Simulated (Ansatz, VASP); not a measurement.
**ZnO: VASP beside Ansatz**

```
CELL_PARAMETERS angstrom
3.18681 0.00000 0.00000
-1.59341 2.75986 0.00000
0.00000 0.00000 5.28964
ATOMIC_POSITIONS crystal
Zn 0.33333 0.66667 0.00157
Zn 0.66667 0.33333 0.50157
O 0.33333 0.66667 0.37343
O 0.66667 0.33333 0.87343
```

Change from the starting cell: epitaxial_xy strain -1.5%.

Alike in both runs: task single point; functional PBE; k mesh 12 × 12 × 6; occupations fermi-dirac, width 0.02 eV; no spin polarisation.

```csv
,VASP,Ansatz
version,VASP 6.6.1,Ansatz 0.2.0
potentials or method,"VASP PAW PBE potentials, release 64 (Zn, O)","plane waves, PAW"
plane-wave cutoff (eV),520,420
valence electrons in the cell,36,36
```

Ansatz gave:

- gap on the k mesh at the Fermi level (eV): 0.79
- pressure (GPa): 8.4
- traceless stress, the component that is largest in VASP (GPa): -2.04
- rms of the force components (eV/Å): 0.009

Which values does VASP return?

gap on the k mesh at the Fermi level (eV): 0.77; pressure (GPa): 9.6; traceless stress, the component that is largest in VASP (GPa): -2.07; rms of the force components (eV/Å): 0.013.

Atom by atom the forces differ by 0.004 eV/Å (rms over components).
